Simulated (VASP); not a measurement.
Input of a VASP 6.6.1 run:

The input INCAR:

```
SYSTEM = K
  ALGO = Normal
  EDIFF = 1E-7
  ENCUT = 520
  GGA = RE
  ISIF = 2
  ISMEAR = -1
  LASPH = .True.
  LCHARG = .False.
  LREAL = .False.
  LWAVE = .False.
  NBANDS = 20
  NELM = 60
  PREC = Accurate
  SIGMA = 0.1
```

KPOINTS

```
k-points
0
Gamma
  6 6 9
  0 0 0
```

File POSCAR:

```
K
1.0
    7.7544294589      0.0000000000      0.0000000000
   -3.8772147295      6.7155329032      0.0000000000
    0.0000000000      0.0000000000      4.6221043706
K
3
Direct
    1.0000000000      0.0000000000      0.0000000000
    0.3333333333      0.6666666667      0.5000000000
    0.6666666667      0.3333333333      0.5000000000
```

Potentials or basis: VASP PAW PBE potentials, release 64 (K_sv).

Command:

```sh
$ cat potpaw_PBE.64/K_sv/POTCAR > POTCAR
$ mpirun -np 1 vasp_std > vasp.out
```

(1) Predict the pressure.

## Answers

(1) 0.0 GPa.

Caveat: the PAW data sets were made with another functional, which shifts forces and pressure a little.
